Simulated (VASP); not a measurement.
## SnO2: single point with PBE

The system is SnO2.

```
CELL_PARAMETERS angstrom
6.81331 -0.06777 -0.02209
-0.06777 6.59816 -0.09944
-0.02209 -0.09944 6.37856
ATOMIC_POSITIONS crystal
Sn 0.70507 0.75985 0.92251
Sn 0.99463 0.24299 0.65590
Sn 0.62334 0.95040 0.44654
Sn 0.25817 0.79191 0.18100
Sn 0.40928 0.36673 0.98744
Sn 0.89868 0.18473 0.13751
Sn 0.38867 0.55051 0.55411
O 0.76736 0.27007 0.39056
O 0.77581 0.01423 0.70289
O 0.37240 0.65812 0.90652
O 0.12629 0.19030 0.32824
O 0.14784 0.18276 0.92738
O 0.60379 0.98034 0.12824
O 0.98199 0.86244 0.06307
O 0.00632 0.01815 0.45573
O 0.11825 0.50700 0.64728
O 0.70226 0.46347 0.06643
O 0.66740 0.68070 0.56426
O 0.43601 0.23694 0.63062
O 0.32808 0.84776 0.46505
O 0.31832 0.49061 0.25440
```

```json
{
 "Program": "VASP 6.6.1",
 "Task": "single point",
 "Functional": "PBE",
 "Potentials or basis": "VASP PAW PBE potentials, release 64 (Sn_d, O)",
 "Cutoff": "520 eV",
 "k mesh": "1 × 1 × 1",
 "Occupations": "fermi-dirac, width 0.1861 eV",
 "Spin": "no spin polarisation"
}
```

The pressure is 10.4 GPa, the largest force is 4.745 eV/Å and the band gap on the k mesh is 1.96 eV.

Forces on the atoms (eV/Å):
```
Sn   1.937 -0.634 -1.428
Sn  -0.799  0.730 -0.649
Sn  -0.003  4.149  0.826
Sn  -3.092  0.826 -3.503
Sn   1.040 -3.507 -1.745
Sn  -0.245  0.180 -2.136
Sn   0.701 -2.815  1.120
O   -1.647  0.010  1.875
O   -0.180 -0.169  4.039
O    1.409  1.595 -0.770
O    1.757 -1.769  0.902
O   -0.349  0.953  0.584
O   -1.318  0.035 -0.029
O   -0.530 -0.671  0.185
O    2.212 -1.597 -1.759
O   -1.349  1.089  0.421
O    0.033  0.243 -2.027
O   -0.280 -1.895  1.056
O    0.085  1.910  1.480
O    1.364  0.434  1.687
O   -0.746  0.905 -0.129
```

Stress tensor (GPa, compression positive):
```
 7.51  0.14  0.00
 0.14  5.75 -1.28
 0.00 -1.28 17.96
```

Levels at points of the mesh, in eV from the valence-band top:
| k point | band 87 | band 88 | band 89 | band 90 | band 91 | band 92 | band 93 | band 94 | band 95 | band 96 |
| --- | --- | --- | --- | --- | --- | --- | --- | --- | --- | --- |
| (0.00, 0.00, 0.00) | -0.91 | -0.76 | -0.62 | -0.11 | 0.00 | 1.96 | 2.02 | 2.47 | 2.70 | 3.10 |

It took 37 s on 1 thread of AMD EPYC 9R45 (Zen 5), with other jobs on the host, peak memory 0.28 GiB.

Caveat: the k points lie up to 0.99 Å⁻¹ apart; spin-orbit coupling is left out, which moves the levels of the heavy elements.
